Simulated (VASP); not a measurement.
Write the native input for VASP 6.6.1 that does the following.

```yaml
Task: single point
Functional: PBE
Potentials_or_basis: VASP PAW PBE potentials, release 64 (Mg, O)
Cutoff: 600 eV
k_mesh: 8 × 8 × 8
Occupations: fermi-dirac, width 0.1 eV
Spin: no spin polarisation
Dipole_correction: no
Further_INCAR_settings: ALGO = Normal; EDIFF = 1e-06; NBANDS = 11
```

The structure of MgO lies in POSCAR:

```
MgO
1.0
    0.0000000000      2.1782000000      2.1782000000
    2.1782000000      0.0000000000      2.1782000000
    2.1782000000      2.1782000000      0.0000000000
Mg O
1 1
Direct
    0.0000000000      0.0000000000      0.0000000000
    0.5000000000      0.5000000000      0.5000000000
```

These files were run (other wordings do the same):

INCAR

```
SYSTEM = MgO
ALGO = Normal
EDIFF = 1E-6
ENCUT = 600
GGA = PE
GGA_COMPAT = .FALSE.
ISIF = 2
ISMEAR = -1
LASPH = .TRUE.
LCHARG = .TRUE.
LELF = .TRUE.
LREAL = .FALSE.
LVHAR = .TRUE.
LWAVE = .FALSE.
NBANDS = 11
NELM = 120
PREC = Accurate
SIGMA = 0.1
```

KPOINTS

```
k-points
0
G
  8 8 8
  0 0 0
```

Potentials or basis: VASP PAW PBE potentials, release 64 (Mg, O).

Command:

```bash
$ cat potpaw_PBE.64/Mg/POTCAR potpaw_PBE.64/O/POTCAR > POTCAR
$ mpirun -np 1 vasp_std > vasp.out
```

Results of the run:

| Property | Result |
| --- | --- |
| Pressure | -10.2 GPa |
| Band gap on the k mesh | 3.80 eV, direct |

Run time: 22 s on 1 thread of Intel Xeon 8259CL, on a shared host, peak memory 0.16 GiB.
